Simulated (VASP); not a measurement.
Te2Mo: single point with PBE

The system is Te2Mo.

```
Te Mo
1.0
     3.46814    0.00000    0.00000
    -1.73407    3.00350    0.00000
     0.00000    0.00000   14.82460
Te Mo
4 2
Cartesian
  0.0000 2.0023 9.3557
  1.7341 1.0012 1.9434
  0.0000 2.0023 12.8812
  1.7341 1.0012 5.4689
  0.0000 2.0023 3.7062
  1.7341 1.0012 11.1185
```

This cell differs from its parent crystal: strain -0.025 along x and y, -0.025 along z.

| Property | Result |
| --- | --- |
| Program | VASP 6.6.1 |
| Task | single point |
| Functional | PBE |
| Potentials or basis | VASP PAW PBE potentials, release 64 (Te, Mo_sv) |
| Cutoff | 520 eV |
| k mesh | 12 × 12 × 2 |
| Occupations | gaussian, width 0.05 eV |
| Spin | no spin polarisation |
| Dipole correction | no |
| Further INCAR settings | ALGO = Normal; EDIFF = 1e-07; NBANDS = 35 |

```json
{
 "Pressure": "7.7 GPa",
 "Largest force": "1.181 eV/Å",
 "Band gap on the k mesh": "1.07 eV (least direct gap 1.14 eV)"
}
```

Forces on the atoms (eV/Å):
```
Te   0.000  0.000 -1.181
Te   0.000  0.000 -1.181
Te   0.000  0.000  1.181
Te   0.000  0.000  1.181
Mo   0.000  0.000  0.000
Mo   0.000  0.000  0.000
```

Stress tensor (GPa, compression positive):
```
7.16 0.00 0.00
0.00 7.16 0.00
0.00 0.00 8.88
```

Levels at points of the mesh, in eV from the valence-band top:
| k point | band 23 | band 24 | band 25 | band 26 | band 27 | band 28 | band 29 | band 30 |
| --- | --- | --- | --- | --- | --- | --- | --- | --- |
| (0.00, 0.00, 0.00) | -0.95 | -0.91 | -0.81 | -0.08 | 3.34 | 3.34 | 3.39 | 3.39 |
| (0.50, 0.00, 0.00) | -0.86 | -0.85 | -0.32 | -0.21 | 1.50 | 1.53 | 1.75 | 1.97 |
| (0.00, 0.00, 0.50) | -0.95 | -0.95 | -0.24 | -0.24 | 3.36 | 3.36 | 3.36 | 3.36 |
| (0.50, 0.00, 0.50) | -0.85 | -0.85 | -0.26 | -0.26 | 1.51 | 1.51 | 1.87 | 1.87 |

It took 3.7 min on 1 thread of Intel(R) Xeon(R) Platinum 8488C (Sapphire Rapids), with other jobs on the host, peak memory 0.37 GiB.

Caveat: the cell differs from its parent crystal (strain -0.025 along x and y, -0.025 along z); the cell stands under pressure; spin-orbit coupling is left out, which moves the levels of the heavy elements; this functional lacks dispersion, which binds layers or chains, so the pressure and a relaxed spacing across them are unreliable; forces of over 1 eV/Å act on the atoms, so gaps and moduli don't describe the material at rest. A k mesh can miss the band edges.
